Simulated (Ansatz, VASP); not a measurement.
**Cd in VASP and in Ansatz**

```xyz
1
Lattice="3.0538 0.0000 0.0000 0.0000 3.0538 0.0000 0.0000 0.0000 3.0538" Properties=species:S:1:pos:R:3 pbc="T T T"
Cd    0.0000    0.0000    0.0000
```

Alike in both runs: task single point; functional r2SCAN; k mesh 12 × 12 × 12; occupations fermi-dirac, width 0.1 eV; no spin polarisation.

```csv
,VASP,Ansatz
version,VASP 6.6.1,Ansatz 0.2.0
potentials or method,"VASP PAW PBE potentials, release 64 (Cd), cutoff 550 eV","plane waves (500 eV) with PAW, scalar-relativistic"
valence electrons in the cell,12,20
```

VASP gave:

```
pressure (GPa) : -2.9
```

Question: Which values does Ansatz return?

Answer: Pressure (GPa): -3.0.

VASP's potentials were made for PBE, not for r2SCAN. VASP's potentials hold 12 valence electrons a cell and Ansatz's 20, so a difference there can come from the potentials and not from the codes.
